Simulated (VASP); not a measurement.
A run of VASP 6.6.1:

The input INCAR:

```
PREC     = Accurate       # precision mode
ENCUT    = 520            # plane-wave cutoff, eV
EDIFF    = 1E-6           # SCF threshold, eV
ISMEAR   = 0              # smearing method
SIGMA    = 0.1            # smearing width, eV
LREAL    = False          # projectors in reciprocal space
LASPH    = True           # aspherical terms in the spheres
NELM     = 100            # most SCF steps
ALGO     = Normal         # electronic algorithm
ISIF     = 2              # what is computed and relaxed
LWAVE    = False          # write WAVECAR
LCHARG   = False          # write CHGCAR
GGA      = PE             # functional
NBANDS   = 29             # bands
```

The input KPOINTS:

```
Automatic mesh
0
Gamma
  4 4 4
```

Contents of POSCAR:

```
B3P4Ir
1.0
    4.7562483960      0.0000000000      0.0000000000
    0.0000000000      4.7562483960      0.0000000000
    0.0000000000      0.0000000000      4.7562483960
B P Ir
3 4 1
Direct
    0.0000000000      0.5000000000      0.5000000000
    0.5000000000      0.5000000000      0.0000000000
    0.5000000000      0.0000000000      0.5000000000
    0.2686153043      0.7313846957      0.7313846957
    0.7313846957      0.7313846957      0.2686153043
    0.7313846957      0.2686153043      0.7313846957
    0.2686153043      0.2686153043      0.2686153043
    0.0000000000      0.0000000000      0.0000000000
```

Potentials or basis: VASP PAW PBE potentials, release 64 (B, P, Ir).

The run is started by

```bash
$ cat potpaw_PBE.64/B/POTCAR potpaw_PBE.64/P/POTCAR potpaw_PBE.64/Ir/POTCAR > POTCAR
$ mpirun -np 1 vasp_std > vasp.out
```

Hardware: 1 thread of AMD EPYC 9R45 96-Core Processor (Zen 5) (shared host).

Estimate the wall time of this run.

Run time: 23 s on 1 thread of AMD EPYC 9R45 96-Core Processor (Zen 5) (shared host), peak memory 0.18 GiB. Counts: scf iterations 14, k points 10.
